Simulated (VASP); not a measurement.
Write the native input for VASP 6.6.1 that does the following.

```
Task                    : density of states
Functional              : PBEsol
Potentials or basis     : VASP PAW PBE potentials, release 64 (Sc_sv)
Cutoff                  : 520 eV
k mesh                  : 11 × 11 × 11
Occupations             : fermi-dirac, width 0.1 eV
Spin                    : no spin polarisation
Dipole correction       : no
k mesh for the DOS      : 17 × 17 × 17
Occupations for the DOS : tetrahedron
Further INCAR settings  : ALGO = Normal; EDIFF = 1e-06
```

Sc:

```
CELL_PARAMETERS angstrom
-2.91711 0.00000 0.00000
1.45856 0.00000 4.69239
1.45856 2.66351 0.00000
ATOMIC_POSITIONS crystal
Sc 0.00000 0.00000 0.00000
Sc 0.25000 0.50000 0.50000
```

One way to write it, as run:

POSCAR

```
Sc
1.0
   -2.9171110000      0.0000000000      0.0000000000
    1.4585550000      0.0000000000      4.6923860000
    1.4585550000      2.6635130000      0.0000000000
Sc
2
Direct
    0.0000000000      0.0000000000      0.0000000000
    0.2500000000      0.5000000000      0.5000000000
```

INCAR.step1

```
PREC = Accurate
ENCUT = 520
EDIFF = 1E-6
ISMEAR = -1
SIGMA = 0.1
LREAL = False
LASPH = True
NELM = 100
ALGO = Normal
ISIF = 2
LWAVE = False
LCHARG = True
LMAXMIX = 4
GGA = PS
NBANDS = 18
```

KPOINTS.step1

```
regular mesh
0
Gamma
  11 11 11
```

INCAR.step2

```
PREC = Accurate
ENCUT = 520
EDIFF = 1E-6
ISMEAR = -5
SIGMA = 0.1
LREAL = False
LASPH = True
NELM = 100
ALGO = Normal
ISIF = 2
LWAVE = False
LCHARG = False
LMAXMIX = 4
GGA = PS
LORBIT = 11
NEDOS = 2001
ICHARG = 11
```

KPOINTS.step2

```
regular mesh
0
Gamma
  17 17 17
```

Potentials or basis: VASP PAW PBE potentials, release 64 (Sc_sv).

Command:

```sh
$ cat potpaw_PBE.64/Sc_sv/POTCAR > POTCAR
$ cp INCAR.step1 INCAR
$ cp KPOINTS.step1 KPOINTS
$ mpirun -np 1 vasp_std > vasp.out
$ cp INCAR.step2 INCAR
$ cp KPOINTS.step2 KPOINTS
$ mpirun -np 1 vasp_std > vasp.out
```

Results of the run:

The valence electrons inside the program's atomic spheres are Sc 9.78.

It took 13 min on 1 thread of Oxide Virtual Turin-like Processor (shared host), peak memory 0.4 GiB.
